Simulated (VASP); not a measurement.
# C (Fd-3m) in VASP: notebook

C is run at these levels: PBE; tasks: single point.

Program: VASP 6.6.1. These are calculated values, not measurements. Logs are shortened: lines on timing, memory, paths and dates and some standing lists are left out, and cuts for length are marked.

**1. The cell of the first run**

The structure is cubic, space group Fd-3m (No. 227). Conventional cell: a = 3.607 Å, b = 3.607 Å, c = 3.607 Å, α = 90.00°, β = 90.00°, γ = 90.00°. C (site symmetry -43m) has 4 C at 1.56 Å within 2.1 Å.

**2. Single point, PBE (volume scaled by 1.03)**

INCAR

```
PREC     = Accurate       # precision mode
ENCUT    = 600            # plane-wave cutoff, eV
EDIFF    = 1E-6           # SCF threshold, eV
ISMEAR   = 0              # smearing method
SIGMA    = 0.02           # smearing width, eV
LREAL    = False          # projectors in reciprocal space
LASPH    = True           # aspherical terms in the spheres
NELM     = 120            # most SCF steps
ALGO     = Normal         # electronic algorithm
ISIF     = 2              # what is computed and relaxed
LWAVE    = False          # write WAVECAR
LCHARG   = False          # write CHGCAR
GGA      = PE             # functional
NBANDS   = 11             # bands
GGA_COMPAT= False
```

KPOINTS

```
regular mesh
0
Gamma
  12 12 12
```

POSCAR

```
C
1.0
    0.0000000000      1.8034774402      1.8034774402
    1.8034774402      0.0000000000      1.8034774402
    1.8034774402      1.8034774402      0.0000000000
C
2
Direct
    0.0000000000      0.0000000000      0.0000000000
    0.2500000000      0.2500000000      0.2500000000
```

Potentials or basis: VASP PAW PBE potentials, release 64 (C).

Started as:

```console
> cat potpaw_PBE.64/C/POTCAR > POTCAR
> mpirun -np 1 vasp_std > vasp.out
```

OUTCAR:

```text
PREC = Accurate
   ENCUT = 600
   EDIFF = 1E-6
   ISMEAR = 0
   LREAL = False
   LASPH = True
   NELM = 120
   ISIF = 2
   GGA = PE

 ion  position               nearest neighbor table
   1  0.000  0.000  0.000-   2 1.56   2 1.56   2 1.56   2 1.56
   2  0.250  0.250  0.250-   1 1.56   1 1.56   1 1.56   1 1.56

  LATTYP: Found a face centered cubic cell.
 ALAT       =     3.6069548804

  Lattice vectors:

 A1 = (   0.0000000000,   1.8034774402,   1.8034774402)
 A2 = (   1.8034774402,   0.0000000000,   1.8034774402)
 A3 = (   1.8034774402,   1.8034774402,   0.0000000000)

Analysis of symmetry for initial positions (statically):
=====================================================================
 Subroutine PRICEL returns:
 Original cell was already a primitive cell.

 Routine SETGRP: Setting up the symmetry group for a
 face centered cubic supercell.

 Subroutine GETGRP returns: Found 48 space group operations
 (whereof 24 operations were pure point group operations)
 out of a pool of 48 trial point group operations.

The static configuration has the point symmetry T_d .
 The point group associated with its full space group is O_h .

Analysis of symmetry for dynamics (positions and initial velocities):
=====================================================================
 Subroutine PRICEL returns:
 Original cell was already a primitive cell.

 Routine SETGRP: Setting up the symmetry group for a
 face centered cubic supercell.

 Subroutine GETGRP returns: Found 48 space group operations
 (whereof 24 operations were pure point group operations)
 out of a pool of 48 trial point group operations.

The dynamic configuration has the point symmetry T_d .
 The point group associated with its full space group is O_h .

 Subroutine INISYM returns: Found 48 space group operations
 (whereof 24 operations are pure point group operations),
 and found     1 'primitive' translations

----------------------------------------------------------------------------------------

                                     Primitive cell

  volume of cell :      11.7317

  direct lattice vectors                    reciprocal lattice vectors
     0.000000000  1.803477440  1.803477440    -0.277242171  0.277242171  0.277242171
     1.803477440  0.000000000  1.803477440     0.277242171 -0.277242171  0.277242171
     1.803477440  1.803477440  0.000000000     0.277242171  0.277242171 -0.277242171

  length of vectors
     2.550502255  2.550502255  2.550502255     0.480197525  0.480197525  0.480197525

  position of ions in fractional coordinates (direct lattice)
     0.000000000  0.000000000  0.000000000
     0.250000000  0.250000000  0.250000000

  ion indices of the primitive-cell ions
   primitive index   ion index
                 1           1
                 2           2

----------------------------------------------------------------------------------------

 KPOINTS: regular mesh

Automatic generation of k-mesh.
 Grid dimensions read from file:
 generate k-points for:   12   12   12

 Generating k-lattice:

  Cartesian coordinates                     Fractional coordinates (reciprocal lattice)
    -0.023103514  0.023103514  0.023103514     0.083333333  0.000000000  0.000000000
     0.023103514 -0.023103514  0.023103514     0.000000000  0.083333333  0.000000000
     0.023103514  0.023103514 -0.023103514     0.000000000  0.000000000  0.083333333

  Length of vectors
     0.040016460  0.040016460  0.040016460

  Shift w.r.t. Gamma in fractional coordinates (k-lattice)
     0.000000000  0.000000000  0.000000000

 Subroutine IBZKPT returns following result:
 ===========================================

 Found     72 irreducible k-points:

 Following reciprocal coordinates:
            Coordinates               Weight
  0.000000  0.000000  0.000000      1.000000
  0.083333  0.000000  0.000000      8.000000
  0.166667  0.000000  0.000000      8.000000
  0.250000  0.000000  0.000000      8.000000
  0.333333  0.000000  0.000000      8.000000
  0.416667  0.000000  0.000000      8.000000
[... 16 lines left out ...]
  0.500000  0.166667  0.000000     24.000000
 -0.416667  0.166667  0.000000     24.000000
 [... further k-points ...]
   k-points           NKPTS =     72   k-points in BZ     NKDIM =     72   number of bands    NBANDS=     11
   number of dos      NEDOS =    301   number of ions     NIONS =      2
   total plane-waves  NPLWV =   8000
   dimension x,y,z NGX =    20 NGY =   20 NGZ =   20
   dimension x,y,z NGXF=    40 NGYF=   40 NGZF=   40
   ions per type =               2
   NGX,Y,Z   is equivalent  to a cutoff of  13.04, 13.04, 13.04 a.u.
   NGXF,Y,Z  is equivalent  to a cutoff of  26.07, 26.07, 26.07 a.u.
 SYSTEM =  unknown system
   PREC   = accura    normal or accurate (medium, high low for compatibility)
   ISTART =      0    job   : 0-new  1-cont  2-samecut
   ICHARG =      2    charge: 1-file 2-atom 10-const
   ISPIN  =      1    spin polarized calculation?
   LNONCOLLINEAR =      F non collinear calculations
   LSORBIT =      F    spin-orbit coupling
   LASPH  =      T    aspherical Exc in radial PAW
   ENCUT  =  600.0 eV  44.10 Ry    6.64 a.u.   5.09  5.09  5.09*2*pi/ulx,y,z
   NELM   =    120;   NELMIN=  2; NELMDL= -5     # of ELM steps
   EDIFF  = 0.1E-05   stopping-criterion for ELM
   LREAL  =      F    real-space projection
   EDIFFG = 0.1E-04   stopping-criterion for IOM
   NSW    =      0    number of steps for IOM
   IBRION =     -1    ionic relax: 0-MD 1-quasi-New 2-CG
   NFREE  =      0    steps in history (QN), initial steepest desc. (CG)
   ISIF   =      2    stress and relaxation
   ISYM   =      2    0-nonsym 1-usesym 2-fastsym
   POTIM  = 0.5000    time-step for ionic-motion
   TEBEG  =    0.0;   TEEND  =   0.0 temperature during run
   PSTRESS=    0.0 pullay stress
   NELECT =       8.0000    total number of electrons
   NUPDOWN=      -1.0000    fix difference up-down
   EMIN   =  10.00;   EMAX   =-10.00  energy-range for DOS
   EFERMI =   0.00;   METHOD = LEGACY
   ISMEAR =     0;   SIGMA  =   0.02  broadening in eV -4-tet -1-fermi 0-gaus
   EFERMI_NEDOS =   21; number of points for ismear=-14 and -15
   IALGO  =     38    algorithm
   IMIX   =      4    mixing-type and parameters
     AMIX     =   0.40;   BMIX     =  1.00
     AMIX_MAG =   1.60;   BMIX_MAG =  1.00
  volume/ion in A,a.u.               =       5.87        39.58
  Fermi-wavevector in a.u.,A,eV,Ry     =   1.440956  2.723012 28.250522  2.076355
  Thomas-Fermi vector in A             =   2.559642
   LORBIT       =      0    0 simple, 1 ext, 2 COOP (PROOUT), +10 PAW based schemes
   GGA     = PE    functional components
   LHFCALC =     F    Hartree Fock is set to
   AEXX    =    0.0000 exact exchange contribution
   IVDW    =     0    specifies the selected vdW correction
   LEPSILON=     F    determine dielectric tensor
   LRPA    =     F    only Hartree local field effects (RPA)
 non-spin polarized calculation
 Gauss-broadening in eV      SIGMA  =   0.02
  energy-cutoff  :      600.00
  volume of cell :       11.73
 maximum number of plane-waves:       403
   NGX = 11   NGY = 11   NGZ = 11

 number of electron       8.0000000 magnetization

 Free energy of the ion-electron system (eV)
  ---------------------------------------------------
  ext. energy  EPLUGINS =         0.00000000
  ---------------------------------------------------
  free energy    TOTEN  =       -18.17855162 eV

  energy without entropy =      -18.17855162  energy(sigma->0) =      -18.17855162

 E-fermi :   9.3695     XC(G=0): -13.0825

 val. band max:        9.2477204590   @ k =   0.0000   0.0000   0.0000
 cond. band min:      13.3256679292   @ k =   0.3333   0.3333   0.0000
 fundamental gap:      4.0779474701
 Fermi energy:         9.3694853830

 k-point     1 :       0.0000    0.0000    0.0000
  band No.  band energies     occupation
      1     -11.7820      2.00000
      2       9.2477      2.00000
      3       9.2477      2.00000
      4       9.2477      2.00000
      5      14.7457      0.00000
      6      14.7457      0.00000
      7      14.7457      0.00000
      8      21.8165      0.00000
      9      28.1187      0.00000
     10      35.4183      0.00000
     11      35.4183      0.00000

 k-point     2 :       0.0833    0.0000    0.0000
  band No.  band energies     occupation
      1     -11.5940      2.00000
      2       8.0541      2.00000
      3       8.9371      2.00000
      4       8.9371      2.00000
      5      15.1529      0.00000
      6      15.1529      0.00000
      7      15.4206      0.00000
      8      22.0056      0.00000
      9      28.4352      0.00000
     10      33.3540      0.00000
     11      33.3540      0.00000

 k-point     3 :       0.1667    0.0000    0.0000
  band No.  band energies     occupation
      1     -11.0327      2.00000
      2       5.5839      2.00000
      3       8.2601      2.00000
      4       8.2601      2.00000
      5      16.0419      0.00000
      6      16.0419      0.00000
      7      16.4246      0.00000
      8      22.5554      0.00000
      9      29.0997      0.00000
     10      31.7960      0.00000
     11      31.7960      0.00000

 k-point     4 :       0.2500    0.0000    0.0000
  band No.  band energies     occupation
      1     -10.1073      2.00000
      2       2.8138      2.00000
      3       7.5593      2.00000
      4       7.5593      2.00000
      5      16.8794      0.00000
      6      16.8794      0.00000
      7      17.0804      0.00000
      8      23.3334      0.00000
      9      29.5224      0.00000
     10      31.3757      0.00000
     11      31.3757      0.00000
[... 239 lines left out ...]
 k-point    22 :       0.4167    0.1667    0.0000
  band No.  band energies     occupation
      1      -7.7141      2.00000
      2      -0.2994      2.00000
      3       5.0773      2.00000
      4       5.3272      2.00000
      5      15.7962      0.00000
      6      19.9492      0.00000
      7      19.9858      0.00000
      8      21.6615      0.00000
      9      29.8945      0.00000
     10      31.1143      0.00000
     11      36.1882      0.00000

 k-point    23 :       0.5000    0.1667    0.0000
  band No.  band energies     occupation
      1      -6.1907      2.00000
      2      -2.4654      2.00000
      3       4.3827      2.00000
      4       5.4097      2.00000
      5      16.2142      0.00000
      6      19.7351      0.00000
      7      20.0433      0.00000
      8      23.2003      0.00000
      9      28.9847      0.00000
     10      32.4430      0.00000
     11      35.3752      0.00000

 k-point    24 :      -0.4167    0.1667    0.0000
  band No.  band energies     occupation
      1      -5.7866      2.00000
      2      -2.9534      2.00000
      3       3.9133      2.00000
      4       5.7748      2.00000
      5      16.6367      0.00000
      6      19.2616      0.00000
      7      20.0250      0.00000
      8      24.2835      0.00000
      9      28.3152      0.00000
     10      33.0644      0.00000
     11      33.1903      0.00000

 [... further k-points ...]
[... 5 lines left out ...]
  --------------------------------------------------------------------------------------
  -------------------------------------------------------------------------------------
  Total       -0.8921922     -0.8921922     -0.8921922     -0.0000000     -0.0000000     -0.0000000
  in kB     -121.8447622   -121.8447622   -121.8447622     -0.0000000     -0.0000000     -0.0000000
  external PRESSURE =    -121.8447622 kB  Pullay stress =       0.0000000 kB

 VOLUME and BASIS-vectors are now :
 -----------------------------------------------------------------------------
  energy-cutoff  :      600.00
  volume of cell :       11.73
      direct lattice vectors                 reciprocal lattice vectors
     0.000000000  1.803477440  1.803477440    -0.277242171  0.277242171  0.277242171
     1.803477440  0.000000000  1.803477440     0.277242171 -0.277242171  0.277242171
     1.803477440  1.803477440  0.000000000     0.277242171  0.277242171 -0.277242171

 POSITION                                       TOTAL-FORCE (eV/Angst)
 -----------------------------------------------------------------------------------
      0.00000      0.00000      0.00000         0.000000      0.000000      0.000000
      0.90174      0.90174      0.90174        -0.000000     -0.000000     -0.000000
 -----------------------------------------------------------------------------------
    total drift:                                0.000000      0.000000      0.000000

  FREE ENERGIE OF THE ION-ELECTRON SYSTEM (eV)
  ---------------------------------------------------
  free  energy   TOTEN  =       -18.1785516199 eV

  energy  without entropy=      -18.1785516199  energy(sigma->0) =      -18.17855162
```

It took 5 s on 1 thread of Intel Xeon 6975P-C, shared host; peak memory 0.12 GiB.

What came out:

```
Free energy            : -18.1786 eV
Pressure               : -12.2 GPa
Band gap on the k mesh : 4.08 eV, indirect (least direct gap 5.50 eV)
```

[end of part 1 of 2]
